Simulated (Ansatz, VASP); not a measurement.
W in VASP and in Ansatz

```
CELL_PARAMETERS angstrom
0.00000 2.01824 2.01824
2.01824 0.00000 2.01824
2.01824 2.01824 0.00000
ATOMIC_POSITIONS crystal
W 0.00000 0.00000 0.00000
```

Alike in both runs: task electric field gradients; functional PBE; k mesh 12 × 12 × 12; occupations fermi-dirac, width 0.05 eV; no spin polarisation.

```csv
,VASP,Ansatz
version,VASP 6.6.1,Ansatz 0.2.0
potentials or method,"VASP PAW PBE potentials, release 64 (W_sv)","PAW with Ansatz's default frozen-core files, scalar-relativistic"
plane-wave cutoff (eV),520,420
valence electrons in the cell,14,14
```

```tsv
	VASP	Ansatz	Ansatz less VASP
pressure (GPa)	0.1	-0.4	-0.51
```

Spin-orbit coupling is off throughout.
